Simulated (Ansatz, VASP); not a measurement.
**Ti: VASP beside Ansatz**

```
CELL_PARAMETERS angstrom
-1.62775 1.74983 1.62775
1.62775 -1.74983 1.62775
1.62775 1.74983 -1.62775
ATOMIC_POSITIONS crystal
Ti 0.00000 0.00000 0.00000
```

Change from the starting cell: strain +0.0750 x Voigt [0, 1, 0, 0, 0, 0], atoms carried along.

Alike in both runs: task single point; functional PBE; k mesh 26 × 26 × 26; occupations gaussian, width 0.15 eV; no spin polarisation.

|  | VASP | Ansatz |
| --- | --- | --- |
| version | VASP 6.6.1 | Ansatz 0.2.0 |
| potentials or method | VASP PAW PBE potentials, release 64 (Ti_sv), cutoff 520 eV | scalar-relativistic, plane waves, PAW |
| valence electrons in the cell | 12 | 12 |

Ansatz gave:

```
gap on the k mesh at the Fermi level (eV)                     : none
pressure (GPa)                                                : -6.6
traceless stress, the component that is largest in VASP (GPa) : 1.12
```

Estimate VASP's values.

gap on the k mesh at the Fermi level (eV): none; pressure (GPa): -6.8; traceless stress, the component that is largest in VASP (GPa): 1.12.

A gap of «none» marks a metal or a gap that the smearing closes. The functional is the same, so the differences come from potentials, cutoffs and numerics.
